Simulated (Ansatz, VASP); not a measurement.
## One calculation of BaTiO3, two programs

```
CELL_PARAMETERS angstrom
3.95875 0.00000 0.00000
0.00000 2.81786 2.82605
0.00000 -2.81786 2.82605
ATOMIC_POSITIONS crystal
Ba 0.00000 0.00000 0.00000
Ti 0.50000 0.51240 0.51240
O 0.50000 0.99184 0.50524
O 0.50000 0.50524 0.99184
O 0.00000 0.48740 0.48740
```

Change from the starting cell: volume scaled by 0.98.

Alike in both runs: task single point; functional LDA; k mesh 7 × 7 × 7; occupations fermi-dirac, width 0.05 eV; no spin polarisation.

|  | VASP | Ansatz |
| --- | --- | --- |
| version | VASP 6.6.1 | Ansatz 0.2.0 |
| potentials or method | VASP PAW LDA potentials, release 64 (Ba_sv, Ti_sv, O), cutoff 520 eV | all-electron LAPW, scalar-relativistic |

Ansatz gave:

```
gap on the k mesh at the Fermi level (eV)                     : 1.94
least direct gap on the mesh (eV)                             : 2.01
pressure (GPa)                                                : -5.3
traceless stress, the component that is largest in VASP (GPa) : -0.39
rms of the force components (eV/Å)                            : 0.122
```

Q: What did VASP give for the same quantities?

A: gap on the k mesh at the Fermi level (eV): 1.87; least direct gap on the mesh (eV): 1.98; pressure (GPa): -3.2; traceless stress, the component that is largest in VASP (GPa): -0.38; rms of the force components (eV/Å): 0.115.

LDA's correlation is that of Perdew and Zunger in VASP and of Perdew and Wang (1992) in Ansatz. Atom by atom the forces differ by 0.020 eV/Å (rms over components). Ansatz ran all-electron here, and VASP with PAW potentials.

Spin-orbit coupling is off throughout.
